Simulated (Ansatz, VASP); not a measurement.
**KZnF3 in VASP and in Ansatz**

```
K Zn F
1.0
     3.84750    0.00000    0.00000
     0.00000    3.84750    0.00000
     0.00000    0.00000    4.15125
K Zn F
1 1 3
Direct
  0.00000 0.00000 0.00000
  0.50000 0.50000 0.50000
  0.50000 0.50000 0.00000
  0.00000 0.50000 0.50000
  0.50000 0.00000 0.50000
```

Change from the starting cell: strain -0.050 along x and y, +0.025 along z, atoms carried along.

Alike in both runs: task single point; functional PBE; k mesh 6 × 6 × 6; occupations gaussian, width 0.05 eV; no spin polarisation.

|  | VASP | Ansatz |
| --- | --- | --- |
| version | VASP 6.6.1 | Ansatz 0.2.0 |
| potentials or method | VASP PAW PBE potentials, release 64 (K_sv, Zn, F), cutoff 520 eV | scalar-relativistic, plane waves, PAW |
| valence electrons in the cell | 42 | 42 |

|  | VASP | Ansatz | Ansatz less VASP |
| --- | --- | --- | --- |
| gap on the k mesh at the Fermi level (eV) | 3.74 | 3.82 | +0.080 |
| least direct gap on the mesh (eV) | 6.26 | 6.31 | +0.044 |
| pressure (GPa) | 14.4 | 13.8 | -0.65 |
| traceless stress, the component that is largest in VASP (GPa) | -6.64 | -6.28 | +0.360 |

The functional is the same, so the differences come from potentials, cutoffs and numerics.
